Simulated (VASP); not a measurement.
Set up this calculation in VASP 6.6.1, as the native input.

```
Task                   : single point
Functional             : RPBE
Potentials or basis    : VASP PAW PBE potentials, release 64 (Sn_d)
Cutoff                 : 500 eV
k mesh                 : 10 × 10 × 10
Occupations            : fermi-dirac, width 0.05 eV
Spin                   : no spin polarisation
Dipole correction      : no
Further INCAR settings : ALGO = Normal; EDIFF = 1e-06; NBANDS = 13
```

The structure of Sn lies in POSCAR:

```
Sn
1.0
   -1.8946518192      1.8946518192      1.8946518192
    1.8946518192     -1.8946518192      1.8946518192
    1.8946518192      1.8946518192     -1.8946518192
Sn
1
Direct
    0.0000000000      0.0000000000      0.0000000000
```

One way to write it, as run:

INCAR

```
SYSTEM = Sn
  PREC = Accurate
  ENCUT = 500
  EDIFF = 1E-6
  ISMEAR = -1
  SIGMA = 0.05
  LREAL = .FALSE.
  LASPH = .TRUE.
  NELM = 120
  ALGO = Normal
  ISIF = 2
  LWAVE = .FALSE.
  LCHARG = .TRUE.
  GGA = RP
  LELF = .TRUE.
  LVHAR = .TRUE.
  NBANDS = 13
  GGA_COMPAT = .FALSE.
```

KPOINTS

```
regular mesh
0
G
  10 10 10
  0 0 0
```

Potentials or basis: VASP PAW PBE potentials, release 64 (Sn_d).

Launch:

```console
$ cat potpaw_PBE.64/Sn_d/POTCAR > POTCAR
$ mpirun -np 1 vasp_std > vasp.out
```

Results of the run:

```json
{
 "Pressure": "2.0 GPa",
 "Band gap on the k mesh": "zero (band 7 reaches 16.22 eV, above the bottom of band 8 at 5.91 eV)"
}
```

Caveat: the PAW data sets were made with another functional, which shifts forces and pressure a little; spin-orbit coupling is left out, which moves the levels of the heavy elements.

Run time: 16 s on 1 thread of Intel Xeon 8259CL (shared host), peak memory 0.14 GiB.
